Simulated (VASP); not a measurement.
# HfBr2 (P6/mmm) in VASP: single point with PBE

Aim: the single point of HfBr2 with PBE.

Everything below comes from runs of VASP 6.6.1. Logs are shortened: lines on timing, memory, paths and dates and some standing lists are left out, and cuts for length are marked.

## Step 1: The cell of the first run

It takes space group P6/mmm (No. 191, hexagonal). Conventional cell: a = 4.091 Å, b = 4.091 Å, c = 6.459 Å, α = 90.00°, β = 90.00°, γ = 120.00°. Hf (site symmetry 6/mmm) has 2 Br at 1.99 Å within 2.6 Å. Within 2.6 Å of Br (site symmetry 6mm) lie 1 Hf at 1.99 Å and 1 Br at 2.47 Å.

The cell was generated, and may not be a known phase.

## Step 2: Single point, PBE

File INCAR:

```
SYSTEM = HfBr2
  PREC = Accurate
  ENCUT = 520
  EDIFF = 1E-6
  ISMEAR = 0
  SIGMA = 0.1
  LREAL = .FALSE.
  LASPH = .TRUE.
  NELM = 80
  ALGO = Normal
  ISIF = 2
  LWAVE = .FALSE.
  LCHARG = .TRUE.
  GGA = PE
  LELF = .TRUE.
  LVHAR = .TRUE.
  NBANDS = 19
```

File KPOINTS:

```
regular mesh
0
G
  6 6 4
  0 0 0
```

File POSCAR:

```
HfBr2
1.0
    4.0905199900      0.0000000000      0.0000000000
   -2.0452599900      3.5424942300      0.0000000000
    0.0000000000      0.0000000000      6.4587059700
Hf Br
1 2
Direct
    0.0000000000      0.0000000000      0.5000000000
    0.0000000000      0.0000000000      0.8086892500
    0.0000000000      0.0000000000      0.1913107500
```

Potentials or basis: VASP PAW PBE potentials, release 64 (Hf_pv, Br).

On the command line:

```bash
cat potpaw_PBE.64/Hf_pv/POTCAR potpaw_PBE.64/Br/POTCAR > POTCAR
mpirun -np 1 vasp_std > vasp.out
```

OUTCAR:

```text
SYSTEM = HfBr2
   PREC = Accurate
   ENCUT = 520
   EDIFF = 1E-6
   ISMEAR = 0
   LREAL = .FALSE.
   LASPH = .TRUE.
   NELM = 80
   ISIF = 2
   GGA = PE

 ion  position               nearest neighbor table
   1  0.000  0.000  0.500-   2 1.99   3 1.99
   2  0.000  0.000  0.809-   1 1.99   3 2.47
   3  0.000  0.000  0.191-   1 1.99   2 2.47

  LATTYP: Found a hexagonal cell.
 ALAT       =     4.0905199900
 C/A-ratio  =     1.5789449717

  Lattice vectors:

 A1 = (   4.0905199900,   0.0000000000,   0.0000000000)
 A2 = (  -2.0452599900,   3.5424942300,   0.0000000000)
 A3 = (   0.0000000000,   0.0000000000,   6.4587059700)

Analysis of symmetry for initial positions (statically):
=====================================================================
 Subroutine PRICEL returns:
 Original cell was already a primitive cell.

 Routine SETGRP: Setting up the symmetry group for a
 hexagonal supercell.

 Subroutine GETGRP returns: Found 24 space group operations
 (whereof 24 operations were pure point group operations)
 out of a pool of 24 trial point group operations.

The static configuration has the point symmetry D_6h.

Analysis of symmetry for dynamics (positions and initial velocities):
=====================================================================
 Subroutine PRICEL returns:
 Original cell was already a primitive cell.

 Routine SETGRP: Setting up the symmetry group for a
 hexagonal supercell.

 Subroutine GETGRP returns: Found 24 space group operations
 (whereof 24 operations were pure point group operations)
 out of a pool of 24 trial point group operations.

The dynamic configuration has the point symmetry D_6h.

 Subroutine INISYM returns: Found 24 space group operations
 (whereof 24 operations are pure point group operations),
 and found     1 'primitive' translations

----------------------------------------------------------------------------------------

                                     Primitive cell

  volume of cell :      93.5908

  direct lattice vectors                    reciprocal lattice vectors
     4.090519990  0.000000000  0.000000000     0.244467697  0.141143490  0.000000000
    -2.045259990  3.542494230  0.000000000     0.000000000  0.282286981  0.000000000
     0.000000000  0.000000000  6.458705970     0.000000000  0.000000000  0.154829776
[... 77 lines left out ...]
   LNONCOLLINEAR =      F non collinear calculations
   LSORBIT =      F    spin-orbit coupling
   LASPH  =      T    aspherical Exc in radial PAW
   ENCUT  =  520.0 eV  38.22 Ry    6.18 a.u.   7.61  7.61 12.01*2*pi/ulx,y,z
   NELM   =     80;   NELMIN=  2; NELMDL= -5     # of ELM steps
   EDIFF  = 0.1E-05   stopping-criterion for ELM
   LREAL  =      F    real-space projection
   EDIFFG = 0.1E-04   stopping-criterion for IOM
   NSW    =      0    number of steps for IOM
   IBRION =     -1    ionic relax: 0-MD 1-quasi-New 2-CG
   NFREE  =      0    steps in history (QN), initial steepest desc. (CG)
   ISIF   =      2    stress and relaxation
   ISYM   =      2    0-nonsym 1-usesym 2-fastsym
   POTIM  = 0.5000    time-step for ionic-motion
   TEBEG  =    0.0;   TEEND  =   0.0 temperature during run
   PSTRESS=    0.0 pullay stress
   NELECT =      24.0000    total number of electrons
   NUPDOWN=      -1.0000    fix difference up-down
   EMIN   =  10.00;   EMAX   =-10.00  energy-range for DOS
   EFERMI =   0.00;   METHOD = LEGACY
   ISMEAR =     0;   SIGMA  =   0.10  broadening in eV -4-tet -1-fermi 0-gaus
   EFERMI_NEDOS =   21; number of points for ismear=-14 and -15
   IALGO  =     38    algorithm
   IMIX   =      4    mixing-type and parameters
     AMIX     =   0.40;   BMIX     =  1.00
     AMIX_MAG =   1.60;   BMIX_MAG =  1.00
  volume/ion in A,a.u.               =      31.20       210.53
  Fermi-wavevector in a.u.,A,eV,Ry     =   1.040082  1.965470 14.718378  1.081770
  Thomas-Fermi vector in A             =   2.174641
   LORBIT       =      0    0 simple, 1 ext, 2 COOP (PROOUT), +10 PAW based schemes
   GGA     = PE    functional components
   LHFCALC =     F    Hartree Fock is set to
   AEXX    =    0.0000 exact exchange contribution
   IVDW    =     0    specifies the selected vdW correction
   LEPSILON=     F    determine dielectric tensor
   LRPA    =     F    only Hartree local field effects (RPA)
 non-spin polarized calculation
 Gauss-broadening in eV      SIGMA  =   0.10
  energy-cutoff  :      520.00
  volume of cell :       93.59
 maximum number of plane-waves:      2544
   NGX = 15   NGY = 15   NGZ = 25

 number of electron      23.9999996 magnetization

 Free energy of the ion-electron system (eV)
  ---------------------------------------------------
  ext. energy  EPLUGINS =         0.00000000
  ---------------------------------------------------
  free energy    TOTEN  =        -6.03094140 eV

  energy without entropy =       -6.01273240  energy(sigma->0) =       -6.02183690

 E-fermi :   3.3829     XC(G=0):  -8.3910

 val. band max:        3.3629023375   @ k =   0.3333   0.0000   0.0000
 cond. band min:       3.4203164824   @ k =   0.3333   0.3333   0.0000
 fundamental gap:      0.0574141449
 Fermi energy:         3.3828619817

 k-point     1 :       0.0000    0.0000    0.0000
  band No.  band energies     occupation
      1     -29.9357      2.00000
      2     -28.2568      2.00000
      3     -28.2568      2.00000
      4     -15.5269      2.00000
      5     -12.2626      2.00000
      6      -5.9854      2.00000
[... 439 lines left out ...]
      6      -3.6285      2.00000
[... 11 lines left out ...]
     18       8.3163      0.00000
     19       9.1699      0.00000

------------------------ aborting loop because EDIFF is reached ----------------------------------------

  FORCE on cell =-STRESS in cart. coord.  units (eV):
  Direction    XX          YY          ZZ          XY          YZ          ZX
  --------------------------------------------------------------------------------------
  -------------------------------------------------------------------------------------
  Total       -2.5076516     -2.5076516     88.0417429     -0.0000000     -0.0000000     -0.0000000
  in kB      -42.9283890    -42.9283891   1507.1831463     -0.0000001     -0.0000000     -0.0000000
  external PRESSURE =     473.7754560 kB  Pullay stress =       0.0000000 kB

 VOLUME and BASIS-vectors are now :
 -----------------------------------------------------------------------------
  energy-cutoff  :      520.00
  volume of cell :       93.59
      direct lattice vectors                 reciprocal lattice vectors
     4.090519990  0.000000000  0.000000000     0.244467697  0.141143490  0.000000000
    -2.045259990  3.542494230  0.000000000     0.000000000  0.282286981  0.000000000
     0.000000000  0.000000000  6.458705970     0.000000000  0.000000000  0.154829776

 POSITION                                       TOTAL-FORCE (eV/Angst)
 -----------------------------------------------------------------------------------
      0.00000      0.00000      3.22935         0.000000      0.000000      0.000000
      0.00000      0.00000      5.22309        -0.000000      0.000000     12.807564
      0.00000      0.00000      1.23562         0.000000     -0.000000    -12.807564
 -----------------------------------------------------------------------------------
    total drift:                                0.000000      0.000000     -0.000000

  FREE ENERGIE OF THE ION-ELECTRON SYSTEM (eV)
  ---------------------------------------------------
  free  energy   TOTEN  =        -6.0309414044 eV

  energy  without entropy=       -6.0127323991  energy(sigma->0) =       -6.02183690
```

It took 20 s on 1 thread of Intel Xeon 6975P-C (Granite Rapids), shared host; peak memory 0.21 GiB.

Results:

```
Free energy            : -6.0309 eV
Pressure               : 47.4 GPa
Largest force          : 12.808 eV/Å
Band gap on the k mesh : zero (bands 12 and 13 overlap by 0.35 eV)
```

Forces in eV/Å, atoms in the order of the input:
```
Hf    0.000   0.000   0.000
Br    0.000   0.000  12.808
Br    0.000   0.000 -12.808
```

Levels at points of the mesh, in eV from the Fermi level:
| k point | band 8 | band 9 | band 10 | band 11 | band 12 | band 13 | band 14 | band 15 | band 16 | band 17 |
| --- | --- | --- | --- | --- | --- | --- | --- | --- | --- | --- |
| (0.00, 0.00, 0.00) | -5.38 | -5.09 | -5.09 | -3.56 | -0.24 | 0.45 | 0.45 | 3.22 | 3.22 | 3.22 |
| (0.50, 0.00, 0.00) | -6.47 | -5.63 | -5.42 | -1.59 | 0.05 | 1.16 | 2.02 | 2.18 | 2.53 | 3.07 |
| (0.00, 0.00, 0.50) | -5.85 | -4.63 | -3.91 | -3.91 | -3.51 | 0.47 | 0.47 | 1.66 | 1.66 | 1.94 |
| (0.50, 0.00, 0.50) | -5.62 | -5.37 | -4.53 | -4.22 | -1.52 | 0.34 | 1.38 | 1.96 | 2.18 | 2.18 |

Caveat: the stress differs along the axes, from -4 to 151 GPa; spin-orbit coupling is left out, which moves the levels of the heavy elements; forces of over 1 eV/Å act on the atoms, so gaps and moduli don't describe the material at rest.

The gap in the log of VASP goes by the Fermi energy; the results here count the filled bands.